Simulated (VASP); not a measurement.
Here is a VASP 6.6.1 calculation.

The input INCAR:

```
ALGO = Normal
EDIFF = 1E-6
ENCUT = 910
GGA = CA
GGA_COMPAT = F
ISIF = 2
ISMEAR = 0
LASPH = T
LCHARG = F
LREAL = F
LWAVE = F
NBANDS = 16
NELM = 120
PREC = Accurate
SIGMA = 0.02
```

The input KPOINTS:

```
k-points
0
Gamma
  9 9 6
```

POSCAR

```
C
1.0
    2.4834759259      0.0000000000      0.0000000000
   -1.2417379630      2.1507532415      0.0000000000
    0.0000000000      0.0000000000      4.0945232323
C
4
Direct
    0.3333333333      0.6666666667     -0.0002355119
    0.6666666667      0.3333333333      0.4997644881
    0.3333333333      0.6666666667      0.3742355119
    0.6666666667      0.3333333333      0.8742355119
```

Potentials or basis: VASP PAW LDA potentials, release 64 (C_h).

Launch:

```sh
$ cat potpaw_LDA.64/C_h/POTCAR > POTCAR
$ mpirun -np 1 vasp_std > vasp.out
```

(1) Predict the pressure.

(2) Estimate the band gap on the k mesh.

Answers

(1) 5.6 GPa.

(2) 3.00 eV, indirect (least direct gap 4.86 eV).

Caveat: the cell differs from its parent crystal (strained cell); the cutoff is under 1.25 times the usual one of these potentials, so pressure, stress and relaxed cells hold a basis-set (Pulay) error.
